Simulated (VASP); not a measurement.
GeW:

```
Ge W
1.0
     0.00000    2.57761    2.57761
     2.57761    0.00000    2.57761
     2.57761    2.57761    0.00000
Ge W
1 1
Direct
  0.50000 0.50000 0.50000
  0.00000 0.00000 0.00000
```

| Property | Result |
| --- | --- |
| Program | VASP 6.6.1 |
| Task | relaxation of cell and atoms |
| Functional | RPBE |
| Dispersion | D4 |
| Potentials or basis | VASP PAW PBE potentials, release 64 (Ge_d, W_sv) |
| Cutoff | 600 eV |
| k mesh | 9 × 9 × 9 |
| Occupations | fermi-dirac, width 0.05 eV |
| Spin | no spin polarisation |

At the start: pressure -5.0 GPa; volume 17.13 Å³/atom.

Problem. How do energy, volume and symmetry change on relaxing?

Solution. Over 3 steps the energy falls by 7.6 meV/atom and the volume is 16.65 Å³/atom (-2.8 %); space group Fm-3m (No. 225, to 0.05 Å).

The path:
| step | energy change (eV) | largest force (eV/Å) | pressure (GPa) | volume (Å³) |
| --- | --- | --- | --- | --- |
| 1 | 0.0000 | 0.0000 | -4.96 | 34.25 |
| 2 | 0.0341 | 0.0000 | 10.33 | 31.69 |
| 3 | -0.0153 | 0.0000 | -0.07 | 33.31 |

Final structure:
```yaml
crystal:
  lattice:
    - [0.00000, 2.55372, 2.55372]
    - [2.55372, 0.00000, 2.55372]
    - [2.55372, 2.55372, 0.00000]
  atoms:
    - { symbol: Ge, position: [0.50000, 0.50000, 0.50000] }
    - { symbol: W, position: [0.00000, 0.00000, 0.00000] }
```

Caveat: the PAW data sets were made with another functional, which shifts forces and pressure a little; pairwise dispersion overbinds metals, which lowers pressure and volume.
